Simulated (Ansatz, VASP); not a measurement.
# One calculation of Si, two programs

File INCAR:

```
SYSTEM = Si
ALGO     = Normal         ! electronic algorithm
EDIFF    = 1E-6           ! SCF threshold, eV
EDIFFG   = -0.01          ! ionic threshold
ENCUT    = 600            ! plane-wave cutoff, eV
GGA      = PS             ! functional
IBRION   = 2              ! ionic algorithm
ISIF     = 3              ! what is computed and relaxed
ISMEAR   = -1             ! smearing method
LASPH    = .True.         ! aspherical terms in the spheres
LCHARG   = .False.        ! write CHGCAR
LREAL    = .False.        ! projectors in reciprocal space
LWAVE    = .False.        ! write WAVECAR
NELM     = 80             ! most SCF steps
NSW      = 60             ! ionic steps
PREC     = Accurate       ! precision mode
SIGMA    = 0.05           ! smearing width, eV
```

Contents of KPOINTS:

```
k-points
0
Gamma
  8 8 4
  0 0 0
```

File POSCAR:

```
Si
1.0
    3.8313174605      0.0000000000      0.0000000000
   -1.9156587303      3.3180182508      0.0000000000
    0.0000000000      0.0000000000      6.3326220002
Si
4
Direct
    0.6666666667      0.3333333333      0.9369905000
    0.3333333333      0.6666666667      0.4369905000
    0.6666666667      0.3333333333      0.5630095000
    0.3333333333      0.6666666667      0.0630095000
```

Contents of input.yaml:

```yaml
crystal:
  lattice:
    - [3.8313174605, 0.0, 0.0]
    - [-1.9156587303, 3.3180182508, 0.0]
    - [0.0, 0.0, 6.3326220002]
  atoms:
    - { symbol: Si, position: [0.6666666667, 0.3333333333, 0.9369905] }
    - { symbol: Si, position: [0.3333333333, 0.6666666667, 0.4369905] }
    - { symbol: Si, position: [0.6666666667, 0.3333333333, 0.5630095] }
    - { symbol: Si, position: [0.3333333333, 0.6666666667, 0.0630095] }
hamiltonian:
  xc: pbesol
  pseudopotentials: { kind: paw }
kpoints:
  mp_grid: { grid: [8, 8, 4] }
scf:
  occupations: { method: fermi_dirac, width: 0.05 }
output:
  forces: true
  stress: true
  eigenvalues: true
relax:
  f_tol: 0.01
  max_steps: 40
  cell: { stress_tol: 0.05 }
```

Alike in both runs: task relaxation of cell and atoms; functional PBEsol; k mesh 8 × 8 × 4; occupations fermi-dirac, width 0.05 eV; no spin polarisation.

```csv
,VASP,Ansatz
version,VASP 6.6.1,Ansatz 0.2.0
potentials or method,"VASP PAW PBE potentials, release 64 (Si)",Ansatz PAW
plane-wave cutoff (eV),600,420
valence electrons in the cell,16,16
```

Ansatz gave:

| Item | Value |
| --- | --- |
| gap on the k mesh at the Fermi level, each at its own relaxed structure (eV) | 0.29 |
| relaxed volume (Å³/atom) | 20.03 |
| relaxed length of the cell vector where the two differ most in proportion (Å) | 3.825 |

Q: Estimate VASP's values.

A: gap on the k mesh at the Fermi level, each at its own relaxed structure (eV): 0.29; relaxed volume (Å³/atom): 20.06; relaxed length of the cell vector where the two differ most in proportion (Å): 3.827.

VASP's potentials were made for PBE, not for PBEsol.

Noted on Ansatz's run: the plane-wave basis is chosen anew once the cell has moved, so the energies of steps on either side of that aren't comparable.
